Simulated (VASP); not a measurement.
Crystal: AgPdS2.

```
Ag Pd S
1.0
     5.11424    0.00000    0.00000
     0.00000    5.11424    0.00000
     0.00000    0.00000    2.58241
Ag Pd S
1 1 2
Direct
  0.50000 0.50000 0.50000
  0.00000 0.00000 0.00000
  0.50000 0.00000 0.00000
  0.00000 0.50000 0.00000
```

| Property | Result |
| --- | --- |
| Program | VASP 6.6.1 |
| Task | relaxation of cell and atoms |
| Functional | PBE |
| Potentials or basis | VASP PAW PBE potentials, release 64 (Ag, Pd, S) |
| Cutoff | 600 eV |
| k mesh | 10 × 10 × 18 |
| Occupations | gaussian, width 0.1 eV |
| Spin | no spin polarisation |

At the start: pressure 1.8 GPa; volume 16.89 Å³/atom.

Q: Where does the relaxation end?

A: Over 9 steps the energy falls by 65.6 meV/atom and the volume is 17.10 Å³/atom (+1.3 %); space group P4/mmm (No. 123, to 0.05 Å).

Step by step:
```csv
step,energy change (eV),largest force (eV/Å),pressure (GPa),volume (Å³)
1,0.0000,0.0000,1.84,67.54
2,-0.2256,0.0000,-1.69,69.29
3,-0.2428,0.0000,-2.12,69.73
4,-0.2435,0.0000,-2.56,70.53
5,-0.2480,0.0000,-2.39,70.11
6,-0.2558,0.0000,1.62,67.44
7,-0.2621,0.0000,-0.07,68.48
8,-0.2622,0.0000,-0.03,68.44
9,-0.2622,0.0000,0.00,68.40
```

Final structure:
```cif
data_structure
_symmetry_space_group_name_H-M 'P 1'
_symmetry_Int_Tables_number 1
_cell_length_a 4.9153
_cell_length_b 4.9153
_cell_length_c 2.8313
_cell_angle_alpha 90.000
_cell_angle_beta 90.000
_cell_angle_gamma 90.000
_cell_volume 68.40
loop_
_atom_site_label
_atom_site_type_symbol
_atom_site_fract_x
_atom_site_fract_y
_atom_site_fract_z
_atom_site_occupancy
Ag1 Ag 0.50000 0.50000 0.50000 1
Pd1 Pd 0.00000 0.00000 0.00000 1
S1 S 0.50000 0.00000 0.00000 1
S2 S 0.00000 0.50000 0.00000 1
```
